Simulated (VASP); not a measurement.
Here is a VASP 6.6.1 calculation.

The input INCAR:

```
  PREC = Accurate
  ENCUT = 520
  EDIFF = 1E-7
  ISMEAR = -1
  SIGMA = 0.05
  LREAL = False
  LASPH = True
  NELM = 100
  ALGO = Fast
  ISIF = 2
  LWAVE = False
  LCHARG = True
  GGA = CA
  LELF = True
  LVHAR = True
  NBANDS = 11
```

KPOINTS

```
Automatic mesh
0
Gamma
  7 7 7
```

Contents of POSCAR:

```
Sr
1.0
   -2.3801670000      2.4775910000      2.4246930000
    2.3779460000     -2.5185890000      2.4634700000
    2.3656120000      2.5040340000     -2.4656910000
Sr
1
Direct
    0.0136030000      0.0059810000     -0.0139020000
```

Potentials or basis: VASP PAW LDA potentials, release 64 (Sr_sv).

Launch:

```sh
$ cat potpaw_LDA.64/Sr_sv/POTCAR > POTCAR
$ mpirun -np 1 vasp_std > vasp.out
```

Problem. Predict the pressure.

Solution. -1.9 GPa.

Problem. Estimate the band gap on the k mesh.

Solution. Zero (bands 5 and 6 overlap by 0.26 eV).

Stress tensor (GPa, compression positive):
```
-1.91  0.07  0.01
 0.07 -1.91  0.19
 0.01  0.19 -1.93
```
